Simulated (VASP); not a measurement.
Set up this calculation in VASP 6.6.1, as the native input.

* Task: single point
* Functional: RPBE
* Potentials or basis: VASP PAW PBE potentials, release 64 (W_sv)
* Cutoff: 520 eV
* k mesh: 9 × 9 × 13
* Occupations: fermi-dirac, width 0.1 eV
* Spin: no spin polarisation
* Dipole correction: no
* Further INCAR settings: ALGO = Normal; EDIFF = 1e-06; NBANDS = 28

The structure of W lies in POSCAR:

```
W
1.0
    4.5781539668      0.0000000000      0.0000000000
   -2.2890769834      3.9647976377      0.0000000000
    0.0000000000      0.0000000000      2.5494288964
W
3
Direct
    0.0000000000      0.0000000000      0.0000000000
    0.3333333333      0.6666666667      0.5000000000
    0.6666666667      0.3333333333      0.5000000000
```

This cell differs from its parent crystal: volume scaled by 0.92.

One way to write it, as run:

INCAR

```
SYSTEM = W
PREC     = Accurate       ! precision mode
ENCUT    = 520            ! plane-wave cutoff, eV
EDIFF    = 1E-6           ! SCF threshold, eV
ISMEAR   = -1             ! smearing method
SIGMA    = 0.1            ! smearing width, eV
LREAL    = .FALSE.        ! projectors in reciprocal space
LASPH    = .TRUE.         ! aspherical terms in the spheres
NELM     = 60             ! most SCF steps
ALGO     = Normal         ! electronic algorithm
ISIF     = 2              ! what is computed and relaxed
LWAVE    = .FALSE.        ! write WAVECAR
LCHARG   = .FALSE.        ! write CHGCAR
GGA      = RP             ! functional
NBANDS   = 28             ! bands
```

KPOINTS

```
Automatic mesh
0
G
  9 9 13
  0 0 0
```

Potentials or basis: VASP PAW PBE potentials, release 64 (W_sv).

Launch:

```console
$ cat potpaw_PBE.64/W_sv/POTCAR > POTCAR
$ mpirun -np 1 vasp_std > vasp.out
```

Results of the run:

```yaml
Pressure: 27.4 GPa
Band_gap_on_the_k_mesh: zero (band 21 reaches 12.15 eV, above the bottom of band 22 at 11.34 eV)
```

Caveat: the PAW data sets were made with another functional, which shifts forces and pressure a little; spin-orbit coupling is left out, which moves the levels of the heavy elements.

It took 4.4 min on 1 thread of AMD EPYC 7R13, with other jobs on the host, peak memory 0.19 GiB.
